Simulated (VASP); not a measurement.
**LiCl: single point with HSE06**

LiCl:

```xyz
2
Lattice="0.0000 2.5560 2.5560 2.5560 0.0000 2.5560 2.5560 2.5560 0.0000" Properties=species:S:1:pos:R:3 pbc="T T T"
Li    0.0000    0.0000    0.0000
Cl    2.5560    2.5560    2.5560
```

```json
{
 "Program": "VASP 6.6.1",
 "Task": "single point",
 "Functional": "HSE06",
 "Potentials or basis": "VASP PAW PBE potentials, release 64 (Li_sv, Cl)",
 "Cutoff": "520 eV",
 "k mesh": "6 × 6 × 6",
 "Occupations": "gaussian, width 0.01 eV",
 "Spin": "no spin polarisation",
 "Dipole correction": "no",
 "Grid for exact exchange (PRECFOCK)": "Normal",
 "Further INCAR settings": "ALGO = Normal; EDIFF = 1e-06; NBANDS = 12",
 "Screening parameter": "0.2079 1/Å"
}
```

```yaml
Band_gap_on_the_k_mesh: 7.79 eV, direct
```

Levels at points of the mesh, in eV from the valence-band top:
```csv
k point,band 3,band 4,band 5,band 6,band 7,band 8
"(0.00, 0.00, 0.00)",0.00,0.00,0.00,7.79,13.47,13.47
"(0.50, 0.00, 0.00)",-3.09,-0.29,-0.29,8.13,11.00,11.00
"(0.50, 0.50, 0.00)",-3.16,-1.21,-1.21,9.32,9.61,14.23
```

Wall time 19 min on 1 thread of Oxide Virtual Turin-like Processor (shared host), peak memory 0.23 GiB.

 A k mesh can miss the band edges.
